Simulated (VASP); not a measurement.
Set up this calculation in VASP 6.6.1, as the native input.

```
Task                   : single point
Functional             : PBEsol
Potentials or basis    : VASP PAW PBE potentials, release 64 (Mg)
Cutoff                 : 600 eV
k mesh                 : 6 × 6 × 6
Occupations            : gaussian, width 0.1 eV
Spin                   : no spin polarisation
Dipole correction      : no
Further INCAR settings : ALGO = Normal; EDIFF = 1e-06; NBANDS = 7
```

The structure of Mg lies in POSCAR:

```
Mg
1.0
   -1.9179575060      1.9179575060      1.7543792102
    1.9179575060     -1.9179575060      1.7543792102
    1.9179575060      1.9179575060     -1.7543792102
Mg
1
Direct
    0.0000000000      0.0000000000      0.0000000000
```

These files were run (other wordings do the same):

INCAR

```
SYSTEM = Mg
PREC = Accurate
ENCUT = 600
EDIFF = 1E-6
ISMEAR = 0
SIGMA = 0.1
LREAL = .False.
LASPH = .True.
NELM = 120
ALGO = Normal
ISIF = 2
LWAVE = .False.
LCHARG = .False.
GGA = PS
NBANDS = 7
GGA_COMPAT = .False.
```

KPOINTS

```
Automatic mesh
0
Gamma
  6 6 6
  0 0 0
```

Potentials or basis: VASP PAW PBE potentials, release 64 (Mg).

Launch:

```bash
$ cat potpaw_PBE.64/Mg/POTCAR > POTCAR
$ mpirun -np 1 vasp_std > vasp.out
```

Results of the run:

| Item | Value |
| --- | --- |
| Pressure | -3.7 GPa |
| Band gap on the k mesh | zero (bands 1 and 2 overlap by 4.24 eV) |

Caveat: the k points lie up to 0.40 Å⁻¹ apart, too coarse for converged energies and pressures of a metal; the PAW data sets were made with another functional, which shifts forces and pressure a little.

It took 3.5 s on 1 thread of AMD EPYC 9R45 96-Core Processor (Zen 5), with other jobs on the host, peak memory 0.12 GiB.
